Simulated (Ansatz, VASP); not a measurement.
## Two plane-wave programs on P

```xyz
1
Lattice="4.2729 0.0000 0.0000 0.0000 4.2729 0.0000 0.0000 0.0000 4.3780" Properties=species:S:1:pos:R:3 pbc="T T T"
P     0.0000    0.0000    0.0000
```

Alike in both runs: task electric field gradients; functional PBE; k mesh 3 × 3 × 3; occupations fermi-dirac, width 0.08 eV; no spin polarisation.

```csv
,VASP,Ansatz
version,VASP 6.6.1,Ansatz 0.2.0
potentials or method,"VASP PAW PBE potentials, release 64 (P)","PAW with Ansatz's default frozen-core files, scalar-relativistic"
plane-wave cutoff (eV),520,420
valence electrons in the cell,5,5
```

|  | VASP | Ansatz | Ansatz less VASP |
| --- | --- | --- | --- |
| pressure (GPa) | -3.3 | -3.2 | +0.01 |
| traceless stress, the component that is largest in VASP (GPa) | 0.30 | 0.30 | -0.001 |
| size of Vzz on the site where it differs most (V/Å²) | 10.8 | 11.0 | +0.23 |

The k mesh is coarse, so the values compare programs but aren't converged.
